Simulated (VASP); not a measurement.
# CsO (Immm) in VASP: a series of runs, part 2 of 2

VASP 6.6.1. Earlier steps stand in the parts before.

### Step 4. Single point, LDA (strain +0.050 along x and y, -0.025 along z)

INCAR reads:

```
  PREC = Accurate
  ENCUT = 520
  EDIFF = 1E-7
  ISMEAR = 0
  SIGMA = 0.05
  LREAL = F
  LASPH = T
  NELM = 80
  ALGO = Normal
  ISIF = 2
  LWAVE = F
  LCHARG = F
  GGA = CA
  NBANDS = 23
```

KPOINTS reads:

```
Automatic mesh
0
Gamma
  8 8 8
```

POSCAR reads:

```
CsO
1.0
   -2.2690500000      3.3757500000      3.6645375000
    2.2690500000     -3.3757500000      3.6645375000
    2.2690500000      3.3757500000     -3.6645375000
Cs O
2 2
Direct
    0.2500000000      0.2500000000      0.0000000000
    0.7500000000      0.7500000000      0.0000000000
    0.6200000000      0.0000000000      0.6200000000
    0.3800000000      0.0000000000      0.3800000000
```

Potentials or basis: VASP PAW LDA potentials, release 64 (Cs_sv, O).

Command:

```bash
$ cat potpaw_LDA.64/Cs_sv/POTCAR potpaw_LDA.64/O/POTCAR > POTCAR
$ mpirun -np 1 vasp_std > vasp.out
```

OUTCAR:

```text
PREC = Accurate
   ENCUT = 520
   EDIFF = 1E-7
   ISMEAR = 0
   LREAL = F
   LASPH = T
   NELM = 80
   ISIF = 2
   GGA = CA

 ion  position               nearest neighbor table
   1  0.250  0.250  0.000-
   2  0.750  0.750  0.000-
   3  0.620  0.000  0.620-   4 1.62
   4  0.380  0.000  0.380-   3 1.62

  LATTYP: Found a body centered orthorhombic cell.
 ALAT       =     4.5381000000
 B/A-ratio  =     1.4877371587
 C/A-ratio  =     1.6150095855

  Lattice vectors:

 A1 = (  -2.2690500000,   3.3757500000,   3.6645375000)
 A2 = (   2.2690500000,  -3.3757500000,   3.6645375000)
 A3 = (   2.2690500000,   3.3757500000,  -3.6645375000)

Analysis of symmetry for initial positions (statically):
=====================================================================
 Subroutine PRICEL returns:
 Original cell was already a primitive cell.

[... 161 lines left out ...]
 NGX is ok and might be reduce to    42
   NGX = 21   NGY = 21   NGZ = 21

 number of electron      30.0000001 magnetization

 Free energy of the ion-electron system (eV)
  ---------------------------------------------------
  ext. energy  EPLUGINS =         0.00000000
  ---------------------------------------------------
  free energy    TOTEN  =       -17.57499240 eV

  energy without entropy =      -17.57499240  energy(sigma->0) =      -17.57499240

 E-fermi :   1.7522     XC(G=0):  -8.5910

 val. band max:        1.5520278115   @ k =   0.0000   0.0000   0.0000
 cond. band min:       3.0224351940   @ k =   0.1250  -0.1250   0.1250
 fundamental gap:      1.4704073826
 Fermi energy:         1.7522424636

 k-point     1 :       0.0000    0.0000    0.0000
  band No.  band energies     occupation
      1     -20.2027      2.00000
      2     -19.7143      2.00000
      3     -17.0438      2.00000
      4     -12.6215      2.00000
      5      -7.6343      2.00000
      6      -7.2685      2.00000
[... 613 lines left out ...]
     22       8.2697      0.00000
     23       8.4457      0.00000

 [... further k-points ...]
[... 5 lines left out ...]
  --------------------------------------------------------------------------------------
  -------------------------------------------------------------------------------------
  Total       -3.0925385     -5.8529179     -1.7274634     -0.0000000      0.0000000      0.0000000
  in kB      -44.1298233    -83.5198127    -24.6505118     -0.0000000      0.0000000      0.0000000
  external PRESSURE =     -50.7667159 kB  Pullay stress =       0.0000000 kB

 VOLUME and BASIS-vectors are now :
 -----------------------------------------------------------------------------
  energy-cutoff  :      520.00
  volume of cell :      112.28
      direct lattice vectors                 reciprocal lattice vectors
    -2.269050000  3.375750000  3.664537500     0.000000000  0.148115234  0.136442866
     2.269050000 -3.375750000  3.664537500     0.220356537  0.000000000  0.136442866
     2.269050000  3.375750000 -3.664537500     0.220356537  0.148115234  0.000000000

 POSITION                                       TOTAL-FORCE (eV/Angst)
 -----------------------------------------------------------------------------------
      0.00000      0.00000      1.83227         0.000000      0.000000      0.310202
      0.00000      0.00000      5.49681        -0.000000     -0.000000     -0.310202
      0.00000      4.18593      0.00000        -0.000000     -1.965891      0.000000
      0.00000      2.56557      0.00000         0.000000      1.965891      0.000000
 -----------------------------------------------------------------------------------
    total drift:                               -0.000000     -0.000000      0.000000

  FREE ENERGIE OF THE ION-ELECTRON SYSTEM (eV)
  ---------------------------------------------------
  free  energy   TOTEN  =       -17.5749923963 eV

  energy  without entropy=      -17.5749923963  energy(sigma->0) =      -17.57499240
```

OSZICAR:

```text
N       E                     dE             d eps       ncg     rms          rms(c)
DAV:   1     0.195237658717E+03    0.19524E+03   -0.13504E+04  4370   0.113E+03
DAV:   2    -0.555432404532E+01   -0.20079E+03   -0.19041E+03  6231   0.220E+02
DAV:   3    -0.209449230808E+02   -0.15391E+02   -0.15316E+02  5814   0.682E+01
DAV:   4    -0.210815375239E+02   -0.13661E+00   -0.13659E+00  5338   0.721E+00
DAV:   5    -0.210825591613E+02   -0.10216E-02   -0.10216E-02  5874   0.579E-01    0.968E+00
DAV:   6    -0.178983153523E+02    0.31842E+01   -0.73438E+00  5043   0.212E+01    0.374E+00
DAV:   7    -0.177033917760E+02    0.19492E+00   -0.14687E+00  5330   0.611E+00    0.237E+00
DAV:   8    -0.176016318118E+02    0.10176E+00   -0.47835E-01  4933   0.387E+00    0.107E+00
DAV:   9    -0.175793782443E+02    0.22254E-01   -0.21823E-01  5725   0.231E+00    0.580E-01
DAV:  10    -0.175768250983E+02    0.25531E-02   -0.62342E-02  5437   0.123E+00    0.295E-01
DAV:  11    -0.175749243442E+02    0.19008E-02   -0.84197E-03  4782   0.478E-01    0.407E-02
DAV:  12    -0.175750133974E+02   -0.89053E-04   -0.98297E-04  5733   0.148E-01    0.375E-02
DAV:  13    -0.175749974977E+02    0.15900E-04   -0.26660E-04  5379   0.775E-02    0.181E-02
DAV:  14    -0.175749927927E+02    0.47050E-05   -0.52642E-05  5285   0.360E-02    0.556E-03
DAV:  15    -0.175749923922E+02    0.40054E-06   -0.28444E-06  5017   0.907E-03    0.110E-03
DAV:  16    -0.175749923963E+02   -0.41382E-08   -0.36812E-07  5373   0.299E-03
   1 F= -.17574992E+02 E0= -.17574992E+02  d E =-.599213E-11
```

It took 2.4 min on 1 thread of Intel Xeon 6975P-C (Granite Rapids), shared host; peak memory 0.34 GiB.

Results:

| Property | Result |
| --- | --- |
| Free energy | -17.5750 eV |
| Pressure | -5.1 GPa |
| Largest force | 1.966 eV/Å |
| Band gap on the k mesh | 1.47 eV (least direct gap 1.59 eV) |

Forces in eV/Å, atoms in the order of the input:
```
Cs   0.000  0.000  0.310
Cs   0.000  0.000 -0.310
O    0.000 -1.966  0.000
O    0.000  1.966  0.000
```

Caveat: the cell differs from its parent crystal (strain +0.050 along x and y, -0.025 along z); the cell stands under tension; spin-orbit coupling is left out, which moves the levels of the heavy elements; forces of over 1 eV/Å act on the atoms, so gaps and moduli don't describe the material at rest.

### Step 5. Single point, LDA (strain +0.050 along x and y, +0.050 along z)

Changes to INCAR since step 4:

```diff
@@ -2,3 +2,3 @@
   ENCUT = 520
-  EDIFF = 1E-7
+  EDIFF = 1E-6
   ISMEAR = 0
@@ -12,3 +12,2 @@
   LCHARG = F
-  GGA = CA
   NBANDS = 23
```

KPOINTS reads:

```
regular mesh
0
Gamma
  8 8 8
```

POSCAR reads:

```
CsO
1.0
   -2.2690500000      3.3757500000      3.9464250000
    2.2690500000     -3.3757500000      3.9464250000
    2.2690500000      3.3757500000     -3.9464250000
Cs O
2 2
Direct
    0.2500000000      0.2500000000      0.0000000000
    0.7500000000      0.7500000000      0.0000000000
    0.6200000000      0.0000000000      0.6200000000
    0.3800000000      0.0000000000      0.3800000000
```

Command:

```bash
$ cat potpaw_LDA.64/Cs_sv/POTCAR potpaw_LDA.64/O/POTCAR > POTCAR
$ mpirun -np 1 vasp_std > vasp.out
```

Run time: 4.4 min. Hardware: 1 thread of AMD EPYC 7R13 (Zen 3), shared host; peak memory 0.32 GiB.

Results (log left out):

| Item | Value |
| --- | --- |
| Free energy | -17.3581 eV |
| Pressure | -6.1 GPa |
| Largest force | 1.910 eV/Å |
| Band gap on the k mesh | 1.33 eV (least direct gap 1.43 eV) |

Forces in eV/Å, atoms in the order of the input:
```
Cs   0.000  0.000  0.451
Cs   0.000  0.000 -0.451
O    0.000 -1.910  0.000
O    0.000  1.910  0.000
```

Stress tensor (GPa, compression positive):
```
-4.73  0.00  0.00
 0.00 -8.04  0.00
 0.00  0.00 -5.47
```

Levels at points of the mesh, in eV from the valence-band top:
| k point | band 11 | band 12 | band 13 | band 14 | band 15 | band 16 | band 17 | band 18 | band 19 | band 20 |
| --- | --- | --- | --- | --- | --- | --- | --- | --- | --- | --- |
| (0.00, 0.00, 0.00) | -4.58 | -3.05 | -3.02 | -0.46 | 0.00 | 1.50 | 1.78 | 3.04 | 4.07 | 4.63 |
| (0.50, 0.00, 0.00) | -4.52 | -3.02 | -2.90 | -0.32 | -0.32 | 2.00 | 3.19 | 3.67 | 4.45 | 5.12 |
| (0.00, 0.50, 0.00) | -4.49 | -2.79 | -2.75 | -0.52 | -0.29 | 2.50 | 2.72 | 4.62 | 4.94 | 5.04 |
| (0.50, 0.50, 0.00) | -4.51 | -2.88 | -2.73 | -0.57 | -0.51 | 2.23 | 2.90 | 3.13 | 4.17 | 4.64 |
| (0.50, 0.50, 0.50) | -4.50 | -3.20 | -2.79 | -0.41 | -0.24 | 2.10 | 2.60 | 3.40 | 3.80 | 4.66 |

Caveat: the cell differs from its parent crystal (strain +0.050 along x and y, +0.050 along z); the cell stands under tension; spin-orbit coupling is left out, which moves the levels of the heavy elements; forces of over 1 eV/Å act on the atoms, so gaps and moduli don't describe the material at rest.

### Step 6. Summary

```csv
cell,gap on the mesh (eV),pressure (GPa),largest force (eV/Å)
"a = 5.530 Å, angles 134.0, 108.9, 88.9°, 4 atoms",1.47,-4.5,1.07
"a = 5.467 Å, angles 132.2, 105.9, 93.1°, 4 atoms",1.50,-4.6,1.58
"a = 5.475 Å, angles 131.0, 103.9, 96.0°, 4 atoms",1.47,-5.1,1.97
"a = 5.667 Å, angles 132.8, 106.9, 91.7°, 4 atoms",1.33,-6.1,1.91
```

Alike in all rows: task single point; level LDA; potentials or basis VASP PAW LDA potentials, release 64 (Cs_sv, O); no spin polarisation; k mesh 8 × 8 × 8; cutoff (eV) 520; smearing gaussian 0.05 eV.

Caveats: the cell stands under tension; spin-orbit coupling is left out, which moves the levels of the heavy elements; forces of over 1 eV/Å act on the atoms, so gaps and moduli don't describe the material at rest.

Absolute energies hang on the potentials; compare differences alone.
